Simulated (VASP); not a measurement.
## Al2O3: single point with PBE

The system is Al2O3.

```
Al O
1.0
     7.34918   -0.30576   -0.27019
    -0.30790    7.38194   -0.46808
    -0.26017   -0.44656    5.85949
Al O
10 15
Direct
  0.33836 0.29205 0.64337
  0.64373 0.16904 0.53040
  0.92990 0.91751 0.74003
  0.03342 0.58378 0.51168
  0.52864 0.38627 0.23065
  0.15399 0.91280 0.25186
  0.79465 0.65776 0.96408
  0.24038 0.60623 0.99381
  0.52635 0.98238 0.98120
  0.09684 0.25473 0.19304
  0.57482 0.15125 0.22299
  0.21424 0.14840 0.40785
  0.72641 0.87963 0.94054
  0.47650 0.11852 0.74949
  0.54257 0.39176 0.53845
  0.11367 0.82359 0.52128
  0.03212 0.68914 0.09400
  0.94570 0.39669 0.31049
  0.21084 0.49066 0.70462
  0.28899 0.40973 0.13054
  0.06647 0.04292 0.00518
  0.35431 0.83049 0.08606
  0.62471 0.52342 0.05533
  0.84049 0.07563 0.58398
  0.86331 0.65705 0.68316
```

- Program: VASP 6.6.1
- Task: single point
- Functional: PBE
- Potentials or basis: VASP PAW PBE potentials, release 64 (Al, O)
- Cutoff: 520 eV
- k mesh: 3 × 3 × 3
- Occupations: gaussian, width 0.02 eV
- Spin: no spin polarisation

```yaml
Pressure: 0.0 GPa
Largest_force: 0.053 eV/Å
Band_gap_on_the_k_mesh: 3.31 eV (least direct gap 3.36 eV)
```

Forces in eV/Å, atoms in the order of the input:
```
Al  -0.005 -0.007  0.007
Al  -0.025  0.025 -0.013
Al   0.016 -0.012  0.031
Al   0.004 -0.031  0.011
Al   0.009  0.028 -0.019
Al   0.006  0.027  0.019
Al  -0.003 -0.020  0.021
Al   0.018  0.008  0.001
Al  -0.012  0.001  0.016
Al  -0.007 -0.022 -0.048
O   -0.003 -0.003 -0.009
O   -0.020 -0.031 -0.027
O    0.008  0.001 -0.013
O    0.012  0.003  0.022
O    0.008  0.005  0.012
O    0.009  0.010 -0.008
O   -0.007 -0.012  0.000
O    0.006 -0.006 -0.017
O   -0.040  0.028  0.014
O   -0.012 -0.010 -0.013
O   -0.003 -0.018  0.031
O    0.018 -0.023 -0.015
O    0.021  0.022  0.009
O    0.003  0.002 -0.017
O   -0.001  0.032  0.006
```

Stress tensor (GPa, compression positive):
```
 0.16 -0.08  0.01
-0.08  0.03  0.06
 0.01  0.06 -0.21
```

Levels at points of the mesh, in eV from the valence-band top:
```csv
k point,band 57,band 58,band 59,band 60,band 61,band 62,band 63,band 64
"(0.00, 0.00, 0.00)",-0.51,-0.35,-0.24,-0.04,3.31,6.18,6.28,6.73
```

It took 15 min on 1 thread of Intel Xeon 8259CL, with other jobs on the host, peak memory 0.48 GiB.
